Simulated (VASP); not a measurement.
The system is Cu.

```xyz
1
Lattice="-1.4428 1.4428 1.3761 1.4428 -1.4428 1.3761 1.4428 1.4428 -1.3761" Properties=species:S:1:pos:R:3 pbc="T T T"
Cu    0.0000    0.0000    0.0000
```

Base run:

* Program: VASP 6.6.1
* Functional: PBEsol
* Potentials or basis: VASP PAW PBE potentials, release 64 (Cu)
* Cutoff: 520 eV
* k mesh: 10 × 10 × 10
* Occupations: methfessel-paxton, width 0.1 eV
* Spin: no spin polarisation

Its results: pressure -0.7 GPa.

Task: The run is repeated on the same cell with these changes: k mesh from 10 × 10 × 10 to 6 × 6 × 6. What comes out?

Result: Pressure -0.2 GPa.

Caveats: some runs use coarse meshes; the PAW data sets were made with another functional, which shifts forces and pressure a little.
